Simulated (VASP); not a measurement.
Input of a VASP 6.6.1 run:

INCAR

```
SYSTEM = BaTiO3
PREC = Accurate
ENCUT = 520
EDIFF = 1E-8
ISMEAR = -1
SIGMA = 0.05
LREAL = .FALSE.
LASPH = .TRUE.
NELM = 60
ALGO = Normal
ISIF = 2
LWAVE = .FALSE.
LCHARG = .FALSE.
GGA = PE
LEFG = .TRUE.
NBANDS = 28
```

Contents of KPOINTS:

```
regular mesh
0
G
  8 8 8
  0 0 0
```

Contents of POSCAR:

```
BaTiO3
1.0
    3.9938975588      0.0000000000      0.0000000000
    0.0000000000      3.9938975588      0.0000000000
    0.0000000000      0.0000000000      3.9938975588
Ba Ti O
1 1 3
Direct
    0.5000000000      0.5000000000      0.5000000000
    0.0000000000      0.0000000000      0.0000000000
    0.5000000000      0.0000000000      0.0000000000
    0.0000000000      0.5000000000      0.0000000000
    0.0000000000      0.0000000000      0.5000000000
```

Potentials or basis: VASP PAW PBE potentials, release 64 (Ba_sv, Ti_sv, O).

Command:

```console
$ cat potpaw_PBE.64/Ba_sv/POTCAR potpaw_PBE.64/Ti_sv/POTCAR potpaw_PBE.64/O/POTCAR > POTCAR
$ mpirun -np 1 vasp_std > vasp.out
```

Q: What does it give for the band gap on the k mesh?

A: 1.76 eV, indirect (least direct gap 1.90 eV).

Q: Predict the pressure.

A: 5.1 GPa.

Electric field gradients, principal values (V/Å²):
| atom | least | middle | greatest (by size) |
| --- | --- | --- | --- |
| 1 Ba | 0.000 | 0.000 | 0.000 |
| 2 Ti | 0.000 | 0.000 | 0.000 |
| 3 O | -12.146 | -12.146 | 24.292 |
| 4 O | -12.146 | -12.146 | 24.292 |
| 5 O | -12.146 | -12.146 | 24.292 |

Caveat: without QUAD_EFG the Cq values of the log hold for a quadrupole moment of 1 mb, not for the nuclei; spin-orbit coupling is left out, which moves the levels of the heavy elements. A k mesh can miss the band edges.
